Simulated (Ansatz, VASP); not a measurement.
## Cr: VASP beside Ansatz

Contents of POSCAR:

```
Cr
1.0
   -1.4162783789      1.4162783789      1.4162783789
    1.4162783789     -1.4162783789      1.4162783789
    1.4162783789      1.4162783789     -1.4162783789
Cr
1
Direct
    0.0000000000      0.0000000000      0.0000000000
```

File INCAR.step1:

```
PREC = Accurate ; ENCUT = 600
ISMEAR = 0 ; SIGMA = 0.1
LREAL = F ; LASPH = T
NELM = 100 ; GGA = PE
ALGO = Normal ; EDIFF = 1E-4
LWAVE = T ; LCHARG = F
```

The input INCAR.step2:

```
PREC = Accurate ; ENCUT = 600
EDIFF = 1E-6 ; ISMEAR = 0
SIGMA = 0.1 ; LREAL = F
LASPH = T ; NELM = 100
ALGO = Normal ; ISIF = 3
LWAVE = F ; LCHARG = F
METAGGA = R2SCAN ; LMIXTAU = T
IBRION = 2 ; NSW = 80
EDIFFG = -0.01 ; ISTART = 1
```

KPOINTS

```
regular mesh
0
Gamma
  20 20 20
```

Input for Ansatz:

```yaml
crystal:
  lattice:
    - [-1.4162783789, 1.4162783789, 1.4162783789]
    - [1.4162783789, -1.4162783789, 1.4162783789]
    - [1.4162783789, 1.4162783789, -1.4162783789]
  atoms:
    - { symbol: Cr, position: [0.0, 0.0, 0.0] }
basis:
  ecutwfc: 500
kpoints:
  mp_grid: { grid: [20, 20, 20] }
hamiltonian:
  xc: r2scan
scf:
  occupations: { method: gaussian, width: 0.1 }
output:
  forces: true
  stress: true
  eigenvalues: true
  write_density: true
  write_potential: true
  elf: true
  volumetric_format: npy
relax:
  adjacent_minimum: "off"
  f_tol: 0.01
  max_steps: 60
  cell: { stress_tol: 0.1 }
```

Alike in both runs: task relaxation of cell and atoms; functional r2SCAN; k mesh 20 × 20 × 20; occupations gaussian, width 0.1 eV; no spin polarisation.

|  | VASP | Ansatz |
| --- | --- | --- |
| version | VASP 6.6.1 | Ansatz 0.2.0 |
| potentials or method | VASP PAW PBE potentials, release 64 (Cr_pv), cutoff 600 eV | scalar-relativistic, plane waves, PAW |
| valence electrons in the cell | 12 | 14 |

Ansatz gave:

```
gap on the k mesh at the Fermi level, each at its own relaxed structure (eV) : none
relaxed volume (Å³/atom)                                                     : 11.32
relaxed cell length with the largest relative difference (Å)                 : 2.450
```

Task: Estimate VASP's values.

Result: gap on the k mesh at the Fermi level, each at its own relaxed structure (eV): none; relaxed volume (Å³/atom): 11.34; relaxed cell length with the largest relative difference (Å): 2.452.

VASP's potentials were made for PBE, not for r2SCAN. A gap of «none» marks a metal or a gap that the smearing closes. VASP's potentials hold 12 valence electrons a cell and Ansatz's 14, so a difference there can come from the potentials and not from the codes.
